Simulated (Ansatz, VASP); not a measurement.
# One calculation of GdN, two programs

File INCAR:

```
ALGO = Normal ; EDIFF = 1E-6
ENCUT = 520 ; GGA = PE
ISIF = 2 ; ISMEAR = 0
ISPIN = 2 ; LASPH = T
LCHARG = T ; LELF = T
LMAXMIX = 6 ; LORBIT = 11
LREAL = F ; LVHAR = T
LWAVE = F ; MAGMOM = 7.56 0
NBANDS = 22 ; NELM = 150
PREC = Accurate ; SIGMA = 0.05
```

KPOINTS

```
k-points
0
Gamma
  12 12 12
```

File POSCAR:

```
GdN
1.0
    0.0000000000      2.4927984072      2.4927984072
    2.4927984072      0.0000000000      2.4927984072
    2.4927984072      2.4927984072      0.0000000000
Gd N
1 1
Direct
    0.5000000000      0.5000000000      0.5000000000
    0.0000000000      0.0000000000      0.0000000000
```

Input for Ansatz:

```yaml
crystal:
  lattice:
    - [0.0, 2.4927984091, 2.4927984091]
    - [2.4927984091, 0.0, 2.4927984091]
    - [2.4927984091, 2.4927984091, 0.0]
  atoms:
    - { symbol: Gd, position: [0.5, 0.5, 0.5], spin: 7.56 }
    - { symbol: "N", position: [0.0, 0.0, 0.0] }
basis:
  ecutwfc: 420
  ecutrho_ratio: 4
kpoints:
  mp_grid: { grid: [12, 12, 12] }
hamiltonian:
  xc: pbe
scf:
  occupations: { method: gaussian, width: 0.05 }
output:
  forces: true
  stress: true
  eigenvalues: true
  populations: true
magnetization:
  spin_polarized: true
```

Alike in both runs: task single point; functional PBE; k mesh 12 × 12 × 12; occupations gaussian, width 0.05 eV; collinear spin.

|  | VASP | Ansatz |
| --- | --- | --- |
| version | VASP 6.6.1 | Ansatz 0.2.0 |
| potentials or method | VASP PAW PBE potentials, release 64 (Gd, N), cutoff 520 eV | scalar-relativistic, plane waves, PAW |
| valence electrons in the cell | 23 | 23 |

VASP gave:

* gap on the k mesh at the Fermi level (eV): none
* pressure (GPa): 0.2
* net moment per atom (μB): 3.50
* size of the moment on the site where the two differ most (μB): 6.80

Task: What did Ansatz give for the same quantities?

Result: gap on the k mesh at the Fermi level (eV): none; pressure (GPa): -0.1; net moment per atom (μB): 3.50; size of the moment on the site where the two differ most (μB): 6.86.

Site moments also hang on the region over which each program counts them. A gap of «none» marks a metal or a gap that the smearing closes. The functional is the same, so the differences come from potentials, cutoffs and numerics.

Neither program's run includes spin-orbit coupling.
